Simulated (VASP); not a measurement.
Here is a VASP 6.6.1 calculation.

The input INCAR:

```
SYSTEM = Be4TeSe3
PREC = Accurate
ENCUT = 600
EDIFF = 1E-6
ISMEAR = 0
SIGMA = 0.15
LREAL = .False.
LASPH = .True.
NELM = 120
ALGO = Normal
ISIF = 2
LWAVE = .False.
LCHARG = .False.
GGA = PE
NBANDS = 26
GGA_COMPAT = .False.
```

KPOINTS

```
Automatic mesh
0
Gamma
  3 3 1
  0 0 0
```

File POSCAR:

```
Be4TeSe3
1.0
    3.7726568784      0.0000000000      0.0000000000
    0.0000000000      3.7726568784      0.0000000000
    0.0000000000      0.0000000000     12.7865406116
Be Te Se
4 1 3
Direct
    0.5000000000      0.0000000000     -0.0050376617
    0.5000000000      0.0000000000      0.5100194540
    0.0000000000      0.5000000000     -0.0050376617
    0.0000000000      0.5000000000      0.5100194540
    0.5000000000      0.5000000000      0.3886320091
    0.5000000000      0.5000000000      0.8948156916
    0.0000000000      0.0000000000      0.0953490847
    0.0000000000      0.0000000000      0.6112396799
```

Potentials or basis: VASP PAW PBE potentials, release 64 (Be, Te, Se).

The run is started by

```sh
$ cat potpaw_PBE.64/Be/POTCAR potpaw_PBE.64/Te/POTCAR potpaw_PBE.64/Se/POTCAR > POTCAR
$ mpirun -np 1 vasp_std > vasp.out
```

(1) Predict the largest force.

(2) Predict the band gap on the k mesh.

(3) Estimate the pressure.

Results:

(1) 0.068 eV/Å.

(2) 2.19 eV, direct.

(3) 0.3 GPa.

Caveat: the k points lie up to 0.56 Å⁻¹ apart; spin-orbit coupling is left out, which moves the levels of the heavy elements; this functional lacks dispersion, which binds the layers, so the pressure and a relaxed spacing across them are unreliable.
